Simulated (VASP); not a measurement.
# O (R-3m) in VASP: single point with LDA

Aim: the single point of O with LDA.

All numbers are computed with VASP 6.6.1; they aren't measurements. Logs are shortened: lines on timing, memory, paths and dates and some standing lists are left out, and cuts for length are marked.

### Step 1. The cell of the first run

It takes space group R-3m (No. 166, trigonal). The conventional cell has a = 3.234 Å, b = 3.234 Å, c = 14.402 Å, α = 90.00°, β = 90.00°, γ = 120.00°. O (site symmetry 3m) has 12 O at 2.76 to 3.34 Å within 3.6 Å.

### Step 2. Single point, LDA

INCAR

```
ALGO = Normal ; EDIFF = 1E-7
ENCUT = 520 ; GGA = CA
ISIF = 2 ; ISMEAR = -1
LASPH = True ; LCHARG = False
LREAL = False ; LWAVE = False
NBANDS = 13 ; NELM = 80
PREC = Accurate ; SIGMA = 0.1
```

KPOINTS

```
k-points
0
Gamma
  6 6 6
```

POSCAR

```
O
1.0
    1.6170930000      0.9336290000      4.8005930000
   -1.6170930000      0.9336290000      4.8005930000
    0.0000000000     -1.8672580000      4.8005930000
O
2
Direct
    0.2371700000      0.2371700000      0.2371700000
    0.7628300000      0.7628300000      0.7628300000
```

Potentials or basis: VASP PAW LDA potentials, release 64 (O).

The run is started by

```console
cat potpaw_LDA.64/O/POTCAR > POTCAR
mpirun -np 1 vasp_std > vasp.out
```

OUTCAR:

```text
EDIFF = 1E-7
   ENCUT = 520
   GGA = CA
   ISIF = 2
   ISMEAR = -1
   LASPH = True
   LREAL = False
   NELM = 80
   PREC = Accurate

 ion  position               nearest neighbor table
   1  0.237  0.237  0.237-
   2  0.763  0.763  0.763-

  LATTYP: Found a trigonal (rhomboedric) cell.
 ALAT       =     5.1509558367
 COS(alpha) =     0.8028828836

  Lattice vectors:

 A1 = (   1.6170930000,   0.9336290000,   4.8005930000)
 A2 = (  -1.6170930000,   0.9336290000,   4.8005930000)
 A3 = (   0.0000000000,  -1.8672580000,   4.8005930000)

Analysis of symmetry for initial positions (statically):
=====================================================================
 Subroutine PRICEL returns:
 Original cell was already a primitive cell.

 Routine SETGRP: Setting up the symmetry group for a
 trigonal (rhombohedral) supercell.

 Subroutine GETGRP returns: Found 12 space group operations
 (whereof 12 operations were pure point group operations)
 out of a pool of 12 trial point group operations.

The static configuration has the point symmetry D_3d.

Analysis of symmetry for dynamics (positions and initial velocities):
=====================================================================
 Subroutine PRICEL returns:
 Original cell was already a primitive cell.

 Routine SETGRP: Setting up the symmetry group for a
 trigonal (rhombohedral) supercell.

 Subroutine GETGRP returns: Found 12 space group operations
 (whereof 12 operations were pure point group operations)
 out of a pool of 12 trial point group operations.

The dynamic configuration has the point symmetry D_3d.

 Subroutine INISYM returns: Found 12 space group operations
 (whereof 12 operations are pure point group operations),
 and found     1 'primitive' translations

----------------------------------------------------------------------------------------

                                     Primitive cell

  volume of cell :      43.4866

  direct lattice vectors                    reciprocal lattice vectors
     1.617093000  0.933629000  4.800593000     0.309196812  0.178514878  0.069435866
    -1.617093000  0.933629000  4.800593000    -0.309196812  0.178514878  0.069435866
     0.000000000 -1.867258000  4.800593000     0.000000000 -0.357029755  0.069435866

  length of vectors
     5.150955837  5.150955837  5.150955794     0.363719080  0.363719080  0.363719103

  position of ions in fractional coordinates (direct lattice)
     0.237170000  0.237170000  0.237170000
     0.762830000  0.762830000  0.762830000

  ion indices of the primitive-cell ions
   primitive index   ion index
                 1           1
                 2           2

----------------------------------------------------------------------------------------

 KPOINTS: k-points

Automatic generation of k-mesh.
 Grid dimensions read from file:
 generate k-points for:    6    6    6

 Generating k-lattice:

  Cartesian coordinates                     Fractional coordinates (reciprocal lattice)
     0.051532802  0.029752480  0.011572644     0.166666667  0.000000000  0.000000000
    -0.051532802  0.029752480  0.011572644     0.000000000  0.166666667  0.000000000
     0.000000000 -0.059504959  0.011572644     0.000000000  0.000000000  0.166666667

  Length of vectors
     0.060619847  0.060619847  0.060619850

  Shift w.r.t. Gamma in fractional coordinates (k-lattice)
     0.000000000  0.000000000  0.000000000

 Subroutine IBZKPT returns following result:
 ===========================================

 Found     32 irreducible k-points:

 Following reciprocal coordinates:
            Coordinates               Weight
  0.000000  0.000000  0.000000      1.000000
  0.166667  0.000000  0.000000      6.000000
  0.333333  0.000000 -0.000000      6.000000
  0.500000  0.000000 -0.000000      3.000000
  0.166667  0.166667  0.000000      6.000000
  0.333333  0.166667 -0.000000     12.000000
[... 16 lines left out ...]
  0.500000  0.500000  0.166667      6.000000
 -0.333333  0.500000  0.166667     12.000000
 [... further k-points ...]
   k-points           NKPTS =     32   k-points in BZ     NKDIM =     32   number of bands    NBANDS=     13
   number of dos      NEDOS =    301   number of ions     NIONS =      2
   total plane-waves  NPLWV =  64000
   dimension x,y,z NGX =    40 NGY =   40 NGZ =   40
   dimension x,y,z NGXF=    80 NGYF=   80 NGZF=   80
   ions per type =               2
   NGX,Y,Z   is equivalent  to a cutoff of  12.91, 12.91, 12.91 a.u.
   NGXF,Y,Z  is equivalent  to a cutoff of  25.82, 25.82, 25.82 a.u.
 SYSTEM =  unknown system
   PREC   = accura    normal or accurate (medium, high low for compatibility)
   ISTART =      0    job   : 0-new  1-cont  2-samecut
   ICHARG =      2    charge: 1-file 2-atom 10-const
   ISPIN  =      1    spin polarized calculation?
   LNONCOLLINEAR =      F non collinear calculations
   LSORBIT =      F    spin-orbit coupling
   LASPH  =      T    aspherical Exc in radial PAW
   ENCUT  =  520.0 eV  38.22 Ry    6.18 a.u.   9.58  9.58  9.58*2*pi/ulx,y,z
   NELM   =     80;   NELMIN=  2; NELMDL= -5     # of ELM steps
   EDIFF  = 0.1E-06   stopping-criterion for ELM
   LREAL  =      F    real-space projection
   EDIFFG = 0.1E-05   stopping-criterion for IOM
   NSW    =      0    number of steps for IOM
   IBRION =     -1    ionic relax: 0-MD 1-quasi-New 2-CG
   NFREE  =      0    steps in history (QN), initial steepest desc. (CG)
   ISIF   =      2    stress and relaxation
   ISYM   =      2    0-nonsym 1-usesym 2-fastsym
   POTIM  = 0.5000    time-step for ionic-motion
   TEBEG  =    0.0;   TEEND  =   0.0 temperature during run
   PSTRESS=    0.0 pullay stress
   NELECT =      12.0000    total number of electrons
   NUPDOWN=      -1.0000    fix difference up-down
   EMIN   =  10.00;   EMAX   =-10.00  energy-range for DOS
   EFERMI =   0.00;   METHOD = LEGACY
   ISMEAR =    -1;   SIGMA  =   0.10  broadening in eV -4-tet -1-fermi 0-gaus
   EFERMI_NEDOS =   21; number of points for ismear=-14 and -15
   IALGO  =     38    algorithm
   IMIX   =      4    mixing-type and parameters
     AMIX     =   0.40;   BMIX     =  1.00
     AMIX_MAG =   1.60;   BMIX_MAG =  1.00
  volume/ion in A,a.u.               =      21.74       146.73
  Fermi-wavevector in a.u.,A,eV,Ry     =   1.065819  2.014106 15.455810  1.135970
  Thomas-Fermi vector in A             =   2.201383
   LORBIT       =      0    0 simple, 1 ext, 2 COOP (PROOUT), +10 PAW based schemes
   GGA     = CA    functional components
   LHFCALC =     F    Hartree Fock is set to
   AEXX    =    0.0000 exact exchange contribution
   IVDW    =     0    specifies the selected vdW correction
   LEPSILON=     F    determine dielectric tensor
   LRPA    =     F    only Hartree local field effects (RPA)
 non-spin polarized calculation
  energy-cutoff  :      520.00
  volume of cell :       43.49
 maximum number of plane-waves:      1188
 NGX is ok and might be reduce to    40
   NGX = 19   NGY = 19   NGZ = 19

 number of electron      12.0000001 magnetization

 Free energy of the ion-electron system (eV)
  ---------------------------------------------------
  ext. energy  EPLUGINS =         0.00000000
  ---------------------------------------------------
  free energy    TOTEN  =        -2.72229504 eV

  energy without entropy =       -2.43133320  energy(sigma->0) =       -2.57681412

 E-fermi :  -5.7754     XC(G=0):  -7.7544

 val. band max:       -5.7799941884   @ k =   0.5000   0.3333  -0.0000
 cond. band min:      -5.7725240400   @ k =   0.5000   0.5000   0.5000
 fundamental gap:      0.0074701485
 Fermi energy:        -5.7754169173

 k-point     1 :       0.0000    0.0000    0.0000
  band No.  band energies     occupation
      1     -21.3203      2.00000
      2     -20.5410      2.00000
      3      -7.3607      2.00000
      4      -5.8235      1.23591
      5      -5.8235      1.23591
      6      -5.4570      0.07952
      7      -5.4570      0.07952
      8      -5.3884      0.04085
      9       2.8841      0.00000
     10       8.1132      0.00000
     11       9.2382      0.00000
     12      15.6796      0.00000
     13      15.6796      0.00000

 k-point     2 :       0.1667    0.0000    0.0000
  band No.  band energies     occupation
      1     -21.2158      2.00000
      2     -20.5320      2.00000
      3      -7.2093      2.00000
      4      -6.1703      1.96218
      5      -5.8969      1.54237
      6      -5.8052      1.14798
      7      -5.5031      0.12329
      8      -5.4025      0.04691
      9       3.6244      0.00000
     10       8.5085      0.00000
     11       9.5290      0.00000
     12      13.0357      0.00000
     13      14.7883      0.00000

 k-point     3 :       0.3333    0.0000   -0.0000
  band No.  band energies     occupation
      1     -20.9681      2.00000
      2     -20.5471      2.00000
      3      -6.9671      1.99999
      4      -6.7170      1.99984
      5      -6.2780      1.98695
      6      -6.0360      1.86246
      7      -5.6204      0.35002
      8      -5.5983      0.29075
      9       5.3543      0.00000
     10       8.8588      0.00000
     11      10.3804      0.00000
     12      10.8562      0.00000
     13      12.4527      0.00000
[... 305 lines left out ...]
 k-point    23 :       0.5000    0.5000    0.1667
  band No.  band energies     occupation
      1     -20.9257      2.00000
      2     -20.5901      2.00000
      3      -7.1431      2.00000
      4      -7.0452      1.99999
      5      -6.1207      1.93860
      6      -5.7722      0.98380
      7      -5.5419      0.17651
      8      -5.5056      0.12619
      9       5.9099      0.00000
     10       7.4863      0.00000
     11      10.2305      0.00000
     12      11.5735      0.00000
     13      12.2204      0.00000

 k-point    24 :      -0.3333    0.5000    0.1667
  band No.  band energies     occupation
      1     -20.7920      2.00000
      2     -20.6002      2.00000
      3      -7.2487      2.00000
      4      -7.0637      1.99999
      5      -6.3755      1.99506
      6      -5.7950      1.09778
      7      -5.6646      0.49638
      8      -5.5647      0.21689
      9       7.1175      0.00000
     10       8.3000      0.00000
     11       9.0888      0.00000
     12      10.7257      0.00000
     13      11.8788      0.00000

 [... further k-points ...]
[... 5 lines left out ...]
  --------------------------------------------------------------------------------------
  -------------------------------------------------------------------------------------
  Total       -2.9464955     -2.9464950     -4.8842103      0.0000000      0.0000000      0.0000000
  in kB     -108.5577650   -108.5577466   -179.9490135      0.0000000      0.0000000      0.0000000
  external PRESSURE =    -132.3548417 kB  Pullay stress =       0.0000000 kB

 VOLUME and BASIS-vectors are now :
 -----------------------------------------------------------------------------
  energy-cutoff  :      520.00
  volume of cell :       43.49
      direct lattice vectors                 reciprocal lattice vectors
     1.617093000  0.933629000  4.800593000     0.309196812  0.178514878  0.069435866
    -1.617093000  0.933629000  4.800593000    -0.309196812  0.178514878  0.069435866
     0.000000000 -1.867258000  4.800593000     0.000000000 -0.357029755  0.069435866

 POSITION                                       TOTAL-FORCE (eV/Angst)
 -----------------------------------------------------------------------------------
      0.00000      0.00000      3.41567         0.000000      0.000000     -1.546511
      0.00000      0.00000     10.98611         0.000000      0.000000      1.546511
 -----------------------------------------------------------------------------------
    total drift:                                0.000000     -0.000000     -0.000000

  FREE ENERGIE OF THE ION-ELECTRON SYSTEM (eV)
  ---------------------------------------------------
  free  energy   TOTEN  =        -2.7222950425 eV

  energy  without entropy=       -2.4313331981  energy(sigma->0) =       -2.57681412
```

Wall time 99 s (1 thread of AMD EPYC 7R13, shared host); peak memory 0.14 GiB.

Results:

```
Free energy            : -2.7223 eV
Pressure               : -13.2 GPa
Largest force          : 1.547 eV/Å
Band gap on the k mesh : zero (band 6 reaches -5.46 eV, above the bottom of band 7 at -5.97 eV)
```

Forces in eV/Å, atoms in the order of the input:
```
O    0.000  0.000 -1.547
O    0.000  0.000  1.547
```

Caveat: the k points lie up to 0.38 Å⁻¹ apart; forces of over 1 eV/Å act on the atoms, so gaps and moduli don't describe the material at rest.
